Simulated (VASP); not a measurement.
# C (P6_3/mmc) in VASP: a series of runs

The runs below take C through relaxation of the atoms, single point, with PBE.

The COD entry that gives the cell may itself be a prediction, so a difference from it is no test against experiment.

All numbers are computed with VASP 6.6.1; they aren't measurements. Logs are shortened: lines on timing, memory, paths and dates and some standing lists are left out, and cuts for length are marked.

**1. The cell of the first run**

The structure is hexagonal, space group P6_3/mmc (No. 194). The conventional cell has a = 2.522 Å, b = 2.522 Å, c = 8.237 Å, α = 90.00°, β = 90.00°, γ = 120.00°. Within 2.1 Å of C (site symmetry 3m) lie 4 C at 1.54 Å. Within 2.1 Å of C (site symmetry 3m) lie 4 C at 1.54 Å.

**2. Relaxation of the atoms, PBE**

INCAR

```
SYSTEM = C
PREC = Accurate
ENCUT = 520
EDIFF = 1E-6
ISMEAR = -1
SIGMA = 0.05
LREAL = .False.
LASPH = .True.
NELM = 100
ALGO = Normal
ISIF = 2
LWAVE = .False.
LCHARG = .False.
GGA = PE
IBRION = 2
NSW = 60
EDIFFG = -0.01
```

KPOINTS

```
Automatic mesh
0
Gamma
  10 10 3
  0 0 0
```

POSCAR

```
C
1.0
    2.5221000000      0.0000000000      0.0000000000
   -1.2610500000      2.1842026709      0.0000000000
    0.0000000000      0.0000000000      8.2371000000
C
8
Direct
    0.6666666667      0.3333333333      0.8437500000
    0.3333333333      0.6666666667      0.3437500000
    0.6666666667      0.3333333333      0.6562500000
    0.3333333333      0.6666666667      0.1562500000
    0.0000000000      0.0000000000      0.9062500000
    0.0000000000      0.0000000000      0.4062500000
    0.0000000000      0.0000000000      0.5937500000
    0.0000000000      0.0000000000      0.0937500000
```

Potentials or basis: VASP PAW PBE potentials, release 64 (C).

Run with:

```
> cat potpaw_PBE.64/C/POTCAR > POTCAR
> mpirun -np 1 vasp_std > vasp.out
```

OUTCAR:

```text
SYSTEM = C
   PREC = Accurate
   ENCUT = 520
   EDIFF = 1E-6
   ISMEAR = -1
   LREAL = .False.
   LASPH = .True.
   NELM = 100
   ISIF = 2
   GGA = PE
   IBRION = 2
   NSW = 60
   EDIFFG = -0.01

 ion  position               nearest neighbor table
   1  0.667  0.333  0.844-   3 1.54   5 1.54   5 1.54   5 1.54
   2  0.333  0.667  0.344-   4 1.54   6 1.54   6 1.54   6 1.54
   3  0.667  0.333  0.656-   1 1.54   7 1.54   7 1.54   7 1.54
   4  0.333  0.667  0.156-   2 1.54   8 1.54   8 1.54   8 1.54
   5  0.000  0.000  0.906-   8 1.54   1 1.54   1 1.54   1 1.54
   6  0.000  0.000  0.406-   7 1.54   2 1.54   2 1.54   2 1.54
   7  0.000  0.000  0.594-   6 1.54   3 1.54   3 1.54   3 1.54
   8  0.000  0.000  0.094-   5 1.54   4 1.54   4 1.54   4 1.54

  LATTYP: Found a hexagonal cell.
 ALAT       =     2.5221000000
 C/A-ratio  =     3.2659688355

  Lattice vectors:

 A1 = (   2.5221000000,   0.0000000000,   0.0000000000)
 A2 = (  -1.2610500000,   2.1842026709,   0.0000000000)
 A3 = (   0.0000000000,   0.0000000000,   8.2371000000)

Analysis of symmetry for initial positions (statically):
=====================================================================
 Subroutine PRICEL returns:
 Original cell was already a primitive cell.

 Routine SETGRP: Setting up the symmetry group for a
 hexagonal supercell.

 Subroutine GETGRP returns: Found 24 space group operations
 (whereof 12 operations were pure point group operations)
 out of a pool of 24 trial point group operations.

The static configuration has the point symmetry D_3d.
 The point group associated with its full space group is D_6h.

Analysis of symmetry for dynamics (positions and initial velocities):
=====================================================================
 Subroutine PRICEL returns:
 Original cell was already a primitive cell.

 Routine SETGRP: Setting up the symmetry group for a
 hexagonal supercell.

 Subroutine GETGRP returns: Found 24 space group operations
 (whereof 12 operations were pure point group operations)
 out of a pool of 24 trial point group operations.

The dynamic configuration has the point symmetry D_3d.
 The point group associated with its full space group is D_6h.

 Subroutine INISYM returns: Found 24 space group operations
 (whereof 12 operations are pure point group operations),
 and found     1 'primitive' translations

[... 105 lines left out ...]
   NELM   =    100;   NELMIN=  2; NELMDL= -5     # of ELM steps
   EDIFF  = 0.1E-05   stopping-criterion for ELM
   LREAL  =      F    real-space projection
   EDIFFG = -.1E-01   stopping-criterion for IOM
   NSW    =     60    number of steps for IOM
   IBRION =      2    ionic relax: 0-MD 1-quasi-New 2-CG
   NFREE  =      1    steps in history (QN), initial steepest desc. (CG)
   ISIF   =      2    stress and relaxation
   ISYM   =      2    0-nonsym 1-usesym 2-fastsym
   POTIM  = 0.5000    time-step for ionic-motion
   TEBEG  =    0.0;   TEEND  =   0.0 temperature during run
   PSTRESS=    0.0 pullay stress
   NELECT =      32.0000    total number of electrons
   NUPDOWN=      -1.0000    fix difference up-down
   EMIN   =  10.00;   EMAX   =-10.00  energy-range for DOS
   EFERMI =   0.00;   METHOD = LEGACY
   ISMEAR =    -1;   SIGMA  =   0.05  broadening in eV -4-tet -1-fermi 0-gaus
   EFERMI_NEDOS =   21; number of points for ismear=-14 and -15
   IALGO  =     38    algorithm
   IMIX   =      4    mixing-type and parameters
     AMIX     =   0.40;   BMIX     =  1.00
     AMIX_MAG =   1.60;   BMIX_MAG =  1.00
  volume/ion in A,a.u.               =       5.67        38.28
  Fermi-wavevector in a.u.,A,eV,Ry     =   1.457186  2.753682 28.890486  2.123391
  Thomas-Fermi vector in A             =   2.574017
   LORBIT       =      0    0 simple, 1 ext, 2 COOP (PROOUT), +10 PAW based schemes
   GGA     = PE    functional components
   LHFCALC =     F    Hartree Fock is set to
   AEXX    =    0.0000 exact exchange contribution
   IVDW    =     0    specifies the selected vdW correction
   LEPSILON=     F    determine dielectric tensor
   LRPA    =     F    only Hartree local field effects (RPA)
 conjugate gradient relaxation of ions
 non-spin polarized calculation
  energy-cutoff  :      520.00
  volume of cell :       45.38
 maximum number of plane-waves:      1237
 NGX is ok and might be reduce to    20
   NGX =  9   NGY =  9   NGZ = 31

--------------------------------------- Ionic step        1  -------------------------------------------

 number of electron      31.9999995 magnetization

 Free energy of the ion-electron system (eV)
  ---------------------------------------------------
  ext. energy  EPLUGINS =         0.00000000
  ---------------------------------------------------
  free energy    TOTEN  =       -72.64788264 eV

  energy without entropy =      -72.64788264  energy(sigma->0) =      -72.64788264

------------------------ aborting loop because EDIFF is reached ----------------------------------------

  FORCE on cell =-STRESS in cart. coord.  units (eV):
  Direction    XX          YY          ZZ          XY          YZ          ZX
  --------------------------------------------------------------------------------------
  -------------------------------------------------------------------------------------
  Total       -0.3312185     -0.3312185      3.1516944      0.0000000      0.0000000      0.0000000
  in kB      -11.6948765    -11.6948765    111.2820489      0.0000000      0.0000000      0.0000000
  external PRESSURE =      29.2974320 kB  Pullay stress =       0.0000000 kB
[... 155 lines left out ...]
--------------------------------------- Ionic step        5  -------------------------------------------

 number of electron      31.9999996 magnetization

 Free energy of the ion-electron system (eV)
  ---------------------------------------------------
  ext. energy  EPLUGINS =         0.00000000
  ---------------------------------------------------
  free energy    TOTEN  =       -72.65601582 eV

  energy without entropy =      -72.65601582  energy(sigma->0) =      -72.65601582

 E-fermi :  10.8599     XC(G=0): -13.2482

 val. band max:        9.8594130294   @ k =   0.0000   0.0000   0.0000
 cond. band min:      14.3125328866   @ k =   0.4000   0.0000   0.0000
 fundamental gap:      4.4531198572
 Fermi energy:        10.8598773505

 k-point     1 :       0.0000    0.0000    0.0000
  band No.  band energies     occupation
      1     -11.7613      2.00000
      2     -10.0934      2.00000
      3      -9.9894      2.00000
      4      -5.9508      2.00000
      5      -3.6607      2.00000
      6       3.1207      2.00000
[... 565 lines left out ...]
     20      16.7909      0.00000
     21      17.7167      0.00000

 [... further k-points ...]
[... 5 lines left out ...]
  --------------------------------------------------------------------------------------
  -------------------------------------------------------------------------------------
  Total       -0.2981555     -0.2981555      3.0689403      0.0000000      0.0000000      0.0000000
  in kB      -10.5274648    -10.5274648    108.3601120      0.0000000      0.0000000      0.0000000
  external PRESSURE =      29.1017274 kB  Pullay stress =       0.0000000 kB
[... 23 lines left out ...]
  FREE ENERGIE OF THE ION-ELECTRON SYSTEM (eV)
  ---------------------------------------------------
  free  energy   TOTEN  =       -72.6560158208 eV

  energy  without entropy=      -72.6560158208  energy(sigma->0) =      -72.65601582

 reached required accuracy - stopping structural energy minimisation
```

OSZICAR:

```text
N       E                     dE             d eps       ncg     rms          rms(c)
DAV:   1     0.852698563768E+02    0.85270E+02   -0.17203E+04  1176   0.148E+03
DAV:   2    -0.704063637822E+02   -0.15568E+03   -0.14773E+03  1649   0.259E+02
DAV:   3    -0.751511279003E+02   -0.47448E+01   -0.47214E+01  1456   0.457E+01
[... 32 lines left out ...]
DAV:   4    -0.726559749237E+02   -0.34878E-07   -0.47317E-07   908   0.471E-03
   4 F= -.72655975E+02 E0= -.72655975E+02  d E =0.321854E-04
       N       E                     dE             d eps       ncg     rms          rms(c)
DAV:   1    -0.726560131987E+02   -0.38310E-04   -0.26609E-03  1336   0.391E-01    0.815E-03
DAV:   2    -0.726560163437E+02   -0.31450E-05   -0.39710E-05  1469   0.437E-02    0.583E-03
DAV:   3    -0.726560158208E+02    0.52289E-06   -0.12011E-06   995   0.950E-03
   5 F= -.72656016E+02 E0= -.72656016E+02  d E =-.871171E-05
```

Run time: 99 s. Hardware: 1 thread of Intel Xeon Platinum 8259CL at 2.50GHz (Skylake/Cascade Lake), shared host; peak memory 0.16 GiB.

Results:

- Free energy: -72.6560 eV
- Energy gained by relaxing: 1.0 meV/atom
- Ionic steps: 5
- Pressure after relaxing: 2.9 GPa
- Band gap on the k mesh: 4.45 eV, indirect (least direct gap 5.20 eV)

Step by step:
| step | energy change (eV) | largest force (eV/Å) | pressure (GPa) |
| --- | --- | --- | --- |
| 1 | 0.0000 | 0.3286 | 2.93 |
| 2 | 0.0102 | 0.5565 | 3.12 |
| 3 | -0.0081 | 0.0129 | 2.91 |
| 4 | -0.0081 | 0.0280 | 2.91 |
| 5 | -0.0081 | 0.0002 | 2.91 |

Final structure:
```xyz
8
Lattice="2.5221 0.0000 0.0000 -1.2611 2.1842 0.0000 0.0000 0.0000 8.2371" Properties=species:S:1:pos:R:3 pbc="T T T"
C     1.2611    0.7281    6.9564
C     0.0000    1.4561    2.8379
C     1.2611    0.7281    5.3992
C     0.0000    1.4561    1.2807
C     0.0000    0.0000    7.4711
C     0.0000    0.0000    3.3525
C     0.0000    0.0000    4.8846
C     0.0000    0.0000    0.7660
```

Levels at points of the mesh, in eV from the valence-band top:
```csv
k point,band 12,band 13,band 14,band 15,band 16,band 17,band 18,band 19,band 20,band 21
"(0.00, 0.00, 0.00)",-1.79,-1.79,-0.21,0.00,0.00,5.20,5.20,5.70,7.06,7.06
"(0.50, 0.00, 0.00)",-5.06,-4.96,-4.62,-3.65,-2.92,4.48,5.69,5.94,5.96,6.84
```

(Part 1 of 2 ends here.)
